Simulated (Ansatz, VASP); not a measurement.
## MnPt: VASP beside Ansatz

File INCAR:

```
PREC = Accurate
ENCUT = 520
EDIFF = 1E-6
ISMEAR = -1
SIGMA = 0.1
LREAL = False
LASPH = True
NELM = 150
ALGO = Normal
ISIF = 2
LWAVE = False
LCHARG = False
ISPIN = 2
MAGMOM = 3.6 -3.6 0 0
LORBIT = 11
LMAXMIX = 4
GGA = CA
NBANDS = 35
```

File KPOINTS:

```
regular mesh
0
Gamma
  11 11 4
```

The input POSCAR:

```
MnPt
1.0
    2.8300000000      0.0000000000      0.0000000000
    0.0000000000      2.8300000000      0.0000000000
    0.0000000000      0.0000000000      7.3200000000
Mn Pt
2 2
Direct
    0.0000000000      0.0000000000      0.0000000000
    0.0000000000      0.0000000000      0.5000000000
    0.5000000000      0.5000000000      0.2500000000
    0.5000000000      0.5000000000      0.7500000000
```

Input for Ansatz:

```yaml
crystal:
  lattice:
    - [2.83, 0.0, 0.0]
    - [0.0, 2.83, 0.0]
    - [0.0, 0.0, 7.32]
  atoms:
    - { symbol: Mn, position: [0.0, 0.0, 0.0], spin: 3.6 }
    - { symbol: Mn, position: [0.0, 0.0, 0.5], spin: -3.6 }
    - { symbol: Pt, position: [0.5, 0.5, 0.25] }
    - { symbol: Pt, position: [0.5, 0.5, 0.75] }
magnetization:
  spin_polarized: true
kpoints:
  mp_grid: { grid: [11, 11, 4] }
scf:
  occupations: { method: fermi_dirac, width: 0.1 }
  lower_state_search: "off"
hamiltonian:
  xc: lda
  pseudopotentials: { kind: paw }
output:
  eigenvalues: false
  eigenstates:
    nscf_kmesh: { grid: [11, 11, 4] }
    top_band: c45
    exchange_couplings: { magnetic: [{ species: Mn }] }
  write_density: true
  write_potential: true
  elf: true
  volumetric_format: npy
```

Alike in both runs: task single point; functional LDA; k mesh 11 × 11 × 4; occupations fermi-dirac, width 0.1 eV; collinear spin.

```csv
,VASP,Ansatz
version,VASP 6.6.1,Ansatz 0.2.0
potentials or method,"VASP PAW LDA potentials, release 64 (Mn_pv, Pt)","PAW with Ansatz's default frozen-core files, scalar-relativistic"
plane-wave cutoff (eV),520,420
valence electrons in the cell,46,66
```

|  | VASP | Ansatz | Ansatz less VASP |
| --- | --- | --- | --- |
| net moment per atom (μB) | 0.00 | 0.00 | 0.000 |
| size of the moment on the site where the two differ most (μB) | 3.47 | 3.57 | +0.101 |

LDA's correlation is that of Perdew and Zunger in VASP and of Perdew and Wang (1992) in Ansatz. Site moments also hang on the region over which each program counts them. VASP's potentials hold 46 valence electrons a cell and Ansatz's 66, so a difference there can come from the potentials and not from the codes.

Neither program's run includes spin-orbit coupling.
